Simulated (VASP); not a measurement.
# SrLuI5 (Immm) in VASP: single point with PBEsol

Aim: the single point of SrLuI5 with PBEsol.

Program: VASP 6.6.1. These are calculated values, not measurements. Logs are shortened: lines on timing, memory, paths and dates and some standing lists are left out, and cuts for length are marked.

### 1 The cell of the first run

It takes space group Immm (No. 71, orthorhombic). Conventional cell: a = 5.765 Å, b = 10.061 Å, c = 12.247 Å, α = 90.00°, β = 90.00°, γ = 90.00°. Within 3.8 Å of Sr (site symmetry mmm) lie 6 I at 2.88 to 3.33 Å. Within 3.7 Å of Lu (site symmetry mmm) lie 6 I at 2.79 to 3.38 Å. Within 4.4 Å of I (site symmetry m2m) lie 1 Sr at 3.26 Å and 2 Lu at 3.38 Å and 7 I at 3.55 to 4.39 Å. Within 3.7 Å of I (site symmetry mm2) lie 1 Lu at 2.79 Å and 1 Sr at 3.33 Å. Within 3.8 Å of I (site symmetry mmm) lie 2 Sr at 2.88 Å.

### 2 Single point, PBEsol

The input, INCAR:

```
SYSTEM = SrLuI5
  PREC = Accurate
  ENCUT = 520
  EDIFF = 1E-7
  ISMEAR = -1
  SIGMA = 0.03
  LREAL = .False.
  LASPH = .True.
  NELM = 100
  ALGO = Normal
  ISIF = 2
  LWAVE = .False.
  LCHARG = .False.
  GGA = PS
  NBANDS = 44
```

The input, KPOINTS:

```
Automatic mesh
0
Gamma
  4 4 4
  0 0 0
```

The input, POSCAR:

```
SrLuI5
1.0
   -2.8824613826      5.0303657537      6.1233004065
    2.8824613826     -5.0303657537      6.1233004065
    2.8824613826      5.0303657537     -6.1233004065
Sr Lu I
1 1 5
Direct
    0.5000000000      0.5000000000      0.0000000000
    0.0000000000      0.0000000000      0.0000000000
    0.8237533652      0.5000000000      0.3237533652
    0.1762466348      0.5000000000      0.6762466348
    0.2281264710      0.2281264710      0.0000000000
    0.7718735290      0.7718735290      0.0000000000
    0.5000000000      0.0000000000      0.5000000000
```

Potentials or basis: VASP PAW PBE potentials, release 64 (Sr_sv, Lu, I).

Started as:

```
$ cat potpaw_PBE.64/Sr_sv/POTCAR potpaw_PBE.64/Lu/POTCAR potpaw_PBE.64/I/POTCAR > POTCAR
$ mpirun -np 1 vasp_std > vasp.out
```

OUTCAR:

```text
SYSTEM = SrLuI5
   PREC = Accurate
   ENCUT = 520
   EDIFF = 1E-7
   ISMEAR = -1
   LREAL = .False.
   LASPH = .True.
   NELM = 100
   ISIF = 2
   GGA = PS

 ion  position               nearest neighbor table
   1  0.500  0.500  0.000-   7 2.88   7 2.88   3 3.26   4 3.26   5 3.33   6 3.33
   2  0.000  0.000  0.000-   5 2.79   6 2.79   4 3.38   3 3.38   4 3.38   3 3.38
   3  0.824  0.500  0.324-   1 3.26   2 3.38   2 3.38   4 3.55
   4  0.176  0.500  0.676-   1 3.26   2 3.38   2 3.38   3 3.55
   5  0.228  0.228  0.000-   2 2.79   1 3.33
   6  0.772  0.772  0.000-   2 2.79   1 3.33
   7  0.500  0.000  0.500-   1 2.88   1 2.88

  LATTYP: Found a body centered orthorhombic cell.
 ALAT       =     5.7649227652
 B/A-ratio  =     1.7451632775
 C/A-ratio  =     2.1243304224

  Lattice vectors:

 A1 = (  -2.8824613826,   5.0303657537,   6.1233004065)
 A2 = (   2.8824613826,  -5.0303657537,   6.1233004065)
 A3 = (   2.8824613826,   5.0303657537,  -6.1233004065)

Analysis of symmetry for initial positions (statically):
=====================================================================
 Subroutine PRICEL returns:
 Original cell was already a primitive cell.

 Routine SETGRP: Setting up the symmetry group for a
 body centered orthorhombic supercell.

 Subroutine GETGRP returns: Found  8 space group operations
 (whereof  8 operations were pure point group operations)
 out of a pool of  8 trial point group operations.

The static configuration has the point symmetry D_2h.

Analysis of symmetry for dynamics (positions and initial velocities):
=====================================================================
 Subroutine PRICEL returns:
 Original cell was already a primitive cell.

 Routine SETGRP: Setting up the symmetry group for a
 body centered orthorhombic supercell.

 Subroutine GETGRP returns: Found  8 space group operations
 (whereof  8 operations were pure point group operations)
 out of a pool of  8 trial point group operations.

The dynamic configuration has the point symmetry D_2h.

 Subroutine INISYM returns: Found  8 space group operations
 (whereof  8 operations are pure point group operations),
 and found     1 'primitive' translations

[... 96 lines left out ...]
   NELM   =    100;   NELMIN=  2; NELMDL= -5     # of ELM steps
   EDIFF  = 0.1E-06   stopping-criterion for ELM
   LREAL  =      F    real-space projection
   EDIFFG = 0.1E-05   stopping-criterion for IOM
   NSW    =      0    number of steps for IOM
   IBRION =     -1    ionic relax: 0-MD 1-quasi-New 2-CG
   NFREE  =      0    steps in history (QN), initial steepest desc. (CG)
   ISIF   =      2    stress and relaxation
   ISYM   =      2    0-nonsym 1-usesym 2-fastsym
   POTIM  = 0.5000    time-step for ionic-motion
   TEBEG  =    0.0;   TEEND  =   0.0 temperature during run
   PSTRESS=    0.0 pullay stress
   NELECT =      70.0000    total number of electrons
   NUPDOWN=      -1.0000    fix difference up-down
   EMIN   =  10.00;   EMAX   =-10.00  energy-range for DOS
   EFERMI =   0.00;   METHOD = LEGACY
   ISMEAR =    -1;   SIGMA  =   0.03  broadening in eV -4-tet -1-fermi 0-gaus
   EFERMI_NEDOS =   21; number of points for ismear=-14 and -15
   IALGO  =     38    algorithm
   IMIX   =      4    mixing-type and parameters
     AMIX     =   0.40;   BMIX     =  1.00
     AMIX_MAG =   1.60;   BMIX_MAG =  1.00
  volume/ion in A,a.u.               =      50.74       342.38
  Fermi-wavevector in a.u.,A,eV,Ry     =   0.952733  1.800405 12.350016  0.907701
  Thomas-Fermi vector in A             =   2.081323
   LORBIT       =      0    0 simple, 1 ext, 2 COOP (PROOUT), +10 PAW based schemes
   GGA     = PS    functional components
   LHFCALC =     F    Hartree Fock is set to
   AEXX    =    0.0000 exact exchange contribution
   IVDW    =     0    specifies the selected vdW correction
   LEPSILON=     F    determine dielectric tensor
   LRPA    =     F    only Hartree local field effects (RPA)
 non-spin polarized calculation
  energy-cutoff  :      520.00
  volume of cell :      355.15
 maximum number of plane-waves:      9603
 NGX is ok and might be reduce to    64
   NGX = 31   NGY = 31   NGZ = 31

 number of electron      70.0000008 magnetization

 Free energy of the ion-electron system (eV)
  ---------------------------------------------------
  ext. energy  EPLUGINS =         0.00000000
  ---------------------------------------------------
  free energy    TOTEN  =       -23.62112164 eV

  energy without entropy =      -23.62112164  energy(sigma->0) =      -23.62112164

 E-fermi :   0.9201     XC(G=0):  -7.1966

 val. band max:        0.1507814145   @ k =   0.0000   0.0000   0.0000
 cond. band min:       1.9974780380   @ k =   0.0000   0.0000   0.0000
 fundamental gap:      1.8466966235
 Fermi energy:         0.9201274750

 k-point     1 :       0.0000    0.0000    0.0000
  band No.  band energies     occupation
      1     -56.6071      2.00000
      2     -33.7760      2.00000
      3     -27.3627      2.00000
      4     -27.1864      2.00000
      5     -27.1190      2.00000
      6     -16.0202      2.00000
[... 835 lines left out ...]
     43       5.1826      0.00000
     44       5.2955      0.00000

------------------------ aborting loop because EDIFF is reached ----------------------------------------

  FORCE on cell =-STRESS in cart. coord.  units (eV):
  Direction    XX          YY          ZZ          XY          YZ          ZX
  --------------------------------------------------------------------------------------
  -------------------------------------------------------------------------------------
  Total        0.2172390      0.0495602      0.1242869      0.0000000      0.0000000      0.0000000
  in kB        0.9800307      0.2235809      0.5606959      0.0000000      0.0000000      0.0000000
  external PRESSURE =       0.5881025 kB  Pullay stress =       0.0000000 kB

 VOLUME and BASIS-vectors are now :
 -----------------------------------------------------------------------------
  energy-cutoff  :      520.00
  volume of cell :      355.15
      direct lattice vectors                 reciprocal lattice vectors
    -2.882461383  5.030365754  6.123300407     0.000000000  0.099396351  0.081655311
     2.882461383 -5.030365754  6.123300407     0.173462862  0.000000000  0.081655311
     2.882461383  5.030365754 -6.123300407     0.173462862  0.099396351  0.000000000

 POSITION                                       TOTAL-FORCE (eV/Angst)
 -----------------------------------------------------------------------------------
      0.00000      0.00000      6.12330        -0.000000     -0.000000     -0.000000
      0.00000      0.00000      0.00000        -0.000000     -0.000000     -0.000000
     -0.00000      3.25720      6.12330        -0.000000     -0.000772     -0.000000
      2.88246      1.77317      0.00000        -0.000000      0.000772     -0.000000
      0.00000      0.00000      2.79377         0.000000     -0.000000      0.020997
      0.00000      0.00000      9.45283        -0.000000      0.000000     -0.020997
      0.00000      5.03037      0.00000        -0.000000     -0.000000     -0.000000
 -----------------------------------------------------------------------------------
    total drift:                               -0.000000      0.000000      0.000000

  FREE ENERGIE OF THE ION-ELECTRON SYSTEM (eV)
  ---------------------------------------------------
  free  energy   TOTEN  =       -23.6211216363 eV

  energy  without entropy=      -23.6211216363  energy(sigma->0) =      -23.62112164
```

OSZICAR:

```text
N       E                     dE             d eps       ncg     rms          rms(c)
DAV:   1     0.622492890927E+03    0.62249E+03   -0.26665E+04  2236   0.268E+03
DAV:   2     0.706239416391E+02   -0.55187E+03   -0.52818E+03  2164   0.674E+02
DAV:   3    -0.170759332624E+02   -0.87700E+02   -0.86502E+02  1928   0.132E+02
DAV:   4    -0.242235483412E+02   -0.71476E+01   -0.71089E+01  2392   0.391E+01
DAV:   5    -0.246162292278E+02   -0.39268E+00   -0.39114E+00  2664   0.766E+00    0.241E+01
DAV:   6    -0.237831580881E+02    0.83307E+00   -0.12005E+00  2752   0.254E+01    0.136E+01
DAV:   7    -0.236162934898E+02    0.16686E+00   -0.13665E+00  2524   0.771E+00    0.179E+00
DAV:   8    -0.236179149694E+02   -0.16215E-02   -0.36201E-01  2280   0.422E+00    0.929E-01
DAV:   9    -0.236188612086E+02   -0.94624E-03   -0.22847E-02  2120   0.106E+00    0.606E-01
DAV:  10    -0.236207585256E+02   -0.18973E-02   -0.62225E-03  2372   0.573E-01    0.174E-01
DAV:  11    -0.236208684832E+02   -0.10996E-03   -0.12233E-03  2280   0.323E-01    0.586E-02
DAV:  12    -0.236210826612E+02   -0.21418E-03   -0.40081E-04  2172   0.886E-02    0.421E-02
DAV:  13    -0.236211106712E+02   -0.28010E-04   -0.65166E-05  2200   0.309E-02    0.936E-03
DAV:  14    -0.236211191673E+02   -0.84961E-05   -0.84988E-06  2084   0.145E-02    0.443E-03
DAV:  15    -0.236211210296E+02   -0.18623E-05   -0.19584E-06  2040   0.787E-03    0.294E-03
DAV:  16    -0.236211215964E+02   -0.56680E-06   -0.67569E-07  1612   0.318E-03    0.143E-03
DAV:  17    -0.236211216363E+02   -0.39965E-07   -0.28709E-07  1608   0.235E-03
   1 F= -.23621122E+02 E0= -.23621122E+02  d E =-.244090E-12
```

stdout:

```text
POSCAR found type information on POSCAR SrLuI
 POSCAR found :  3 types and       7 ions
 scaLAPACK will be used
 -----------------------------------------------------------------------------
|                                                                             |
|                                                                             |
|     You enforced a specific xc type in the INCAR file but a different       |
|     I HOPE YOU KNOW WHAT YOU ARE DOING!                                     |
|                                                                             |
 -----------------------------------------------------------------------------

 LDA part: xc-table for (Slater+PW92), standard interpolation
 POSCAR, INCAR and KPOINTS ok, starting setup
 FFT: planning ... GRIDC
 FFT: planning ... GRID_SOFT
 FFT: planning ... GRID
 WAVECAR not read
 entering main loop
```

It took 8.4 min on 1 thread of Intel Xeon Platinum 8259CL at 2.50GHz (Skylake/Cascade Lake), shared host; peak memory 0.76 GiB.

What came out:

```
Free energy            : -23.6211 eV
Pressure               : 0.1 GPa
Largest force          : 0.021 eV/Å
Band gap on the k mesh : 1.85 eV
```

Forces on the atoms (eV/Å):
```
Sr   0.000  0.000  0.000
Lu   0.000  0.000  0.000
I    0.000 -0.001  0.000
I    0.000  0.001  0.000
I    0.000  0.000  0.021
I    0.000  0.000 -0.021
I    0.000  0.000  0.000
```

Caveat: the PAW data sets were made with another functional, which shifts forces and pressure a little; spin-orbit coupling is left out, which moves the levels of the heavy elements. A k mesh can miss the band edges.
